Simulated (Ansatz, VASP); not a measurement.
Two plane-wave programs on Sc

File INCAR:

```
ALGO     = Fast           # electronic algorithm
EDIFF    = 1E-6           # SCF threshold, eV
ENCUT    = 520            # plane-wave cutoff, eV
GGA      = PE             # functional
ISIF     = 2              # what is computed and relaxed
ISMEAR   = 0              # smearing method
LASPH    = True           # aspherical terms in the spheres
LCHARG   = True           # write CHGCAR
LELF     = True           # ELF
LREAL    = False          # projectors in reciprocal space
LVHAR    = True         
LWAVE    = False          # write WAVECAR
NBANDS   = 18             # bands
NELM     = 100            # most SCF steps
PREC     = Accurate       # precision mode
SIGMA    = 0.15           # smearing width, eV
```

Contents of KPOINTS:

```
k-points
0
Gamma
  18 18 10
```

The input POSCAR:

```
Sc
1.0
    3.2053294912      0.0000000000      0.0000000000
   -1.6026647456      2.7758967669      0.0000000000
    0.0000000000      0.0000000000      5.6135925833
Sc
2
Direct
    0.3333333333      0.6666666667      0.2500000000
    0.6666666667      0.3333333333      0.7500000000
```

Input for Ansatz:

```yaml
crystal:
  lattice:
    - [3.2053294912, 0.0, 0.0]
    - [-1.6026647456, 2.7758967669, 0.0]
    - [0.0, 0.0, 5.6135925833]
  atoms:
    - { symbol: Sc, position: [0.3333333333, 0.6666666667, 0.25] }
    - { symbol: Sc, position: [0.6666666667, 0.3333333333, 0.75] }
basis:
  ecutwfc: 420
kpoints:
  mp_grid: { grid: [18, 18, 10] }
hamiltonian:
  xc: pbe
scf:
  occupations: { method: gaussian, width: 0.15 }
output:
  forces: true
  stress: true
  eigenvalues: true
  write_density: true
  write_potential: true
  elf: true
  volumetric_format: npy
```

Alike in both runs: task single point; functional PBE; k mesh 18 × 18 × 10; occupations gaussian, width 0.15 eV; no spin polarisation.

|  | VASP | Ansatz |
| --- | --- | --- |
| version | VASP 6.6.1 | Ansatz 0.2.0 |
| potentials or method | VASP PAW PBE potentials, release 64 (Sc_sv), cutoff 520 eV | scalar-relativistic, plane waves, PAW |
| valence electrons in the cell | 22 | 22 |

|  | VASP | Ansatz | Ansatz less VASP |
| --- | --- | --- | --- |
| gap on the k mesh at the Fermi level (eV) | none | none | - |
| pressure (GPa) | -0.2 | -0.2 | -0.03 |
| traceless stress, the component that is largest in VASP (GPa) | -5.28 | -5.28 | -0.001 |

A gap of «none» marks a metal or a gap that the smearing closes. The functional is the same, so the differences come from potentials, cutoffs and numerics.
